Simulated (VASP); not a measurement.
InAs, 2 atoms in the cell. Symmetry: F-43m, No. 216, cubic system. Conventional cell: a = 6.048 Å, b = 6.048 Å, c = 6.048 Å, α = 90.00°, β = 90.00°, γ = 90.00°. Within 3.5 Å of In (site symmetry -43m) lie 4 As at 2.62 Å. As (site symmetry -43m) has 4 In at 2.62 Å within 3.5 Å. 

* Program: VASP 6.6.1
* Task: single point
* Functional: PBE
* Dispersion: D3(BJ)
* Potentials or basis: VASP PAW PBE potentials, release 64 (In_d, As)
* Cutoff: 520 eV
* k mesh: 6 × 6 × 6
* Occupations: gaussian, width 0.1 eV
* Spin: no spin polarisation
* Dipole correction: no
* Further INCAR settings: ALGO = Normal; EDIFF = 1e-06; NBANDS = 16

Potentials or basis: VASP PAW PBE potentials, release 64 (In_d, As).

Run with:

```sh
$ cat potpaw_PBE.64/In_d/POTCAR potpaw_PBE.64/As/POTCAR > POTCAR
$ mpirun -np 1 vasp_std > vasp.out
```

Hardware: 1 thread of Intel(R) Xeon(R) Platinum 8259CL CPU @ 2.50GHz (Skylake/Cascade Lake), on a shared host.

Problem. Estimate the wall time of this run.

Solution. Run time: 13 s on 1 thread of Intel(R) Xeon(R) Platinum 8259CL CPU @ 2.50GHz (Skylake/Cascade Lake), on a shared host, peak memory 0.18 GiB. Counts: scf iterations 12, k points 16.
